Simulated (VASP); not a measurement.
Here is a VASP 6.6.1 calculation.

File INCAR:

```
SYSTEM = V
PREC = Accurate
ENCUT = 520
EDIFF = 1E-7
ISMEAR = 0
SIGMA = 0.1
LREAL = .False.
LASPH = .True.
NELM = 60
ALGO = Fast
ISIF = 2
LWAVE = .False.
LCHARG = .False.
GGA = PE
NBANDS = 20
```

Contents of KPOINTS:

```
Automatic mesh
0
Gamma
  18 18 18
  0 0 0
```

File POSCAR:

```
V
1.0
    3.1170621550      0.0000000000      0.0000000000
    0.0000000000      3.1170621550      0.0000000000
    0.0000000000      0.0000000000      2.8602374559
V
2
Direct
    0.0000000000      0.0000000000      0.0000000000
    0.5000000000      0.5000000000      0.5000000000
```

Potentials or basis: VASP PAW PBE potentials, release 64 (V_sv).

The run is started by

```console
$ cat potpaw_PBE.64/V_sv/POTCAR > POTCAR
$ mpirun -np 1 vasp_std > vasp.out
```

What does it give for the band gap on the k mesh?

Zero (bands 13 and 14 overlap by 2.77 eV).

What does it give for the pressure?

-4.8 GPa.

Stress tensor (GPa, compression positive):
```
-7.31  0.00  0.00
 0.00 -7.31  0.00
 0.00  0.00  0.20
```

Caveat: the cell differs from its parent crystal (biaxial strain in the a-b plane: +4.0 %, then relaxed in part); the stress differs along the axes, from -7 to 0 GPa.
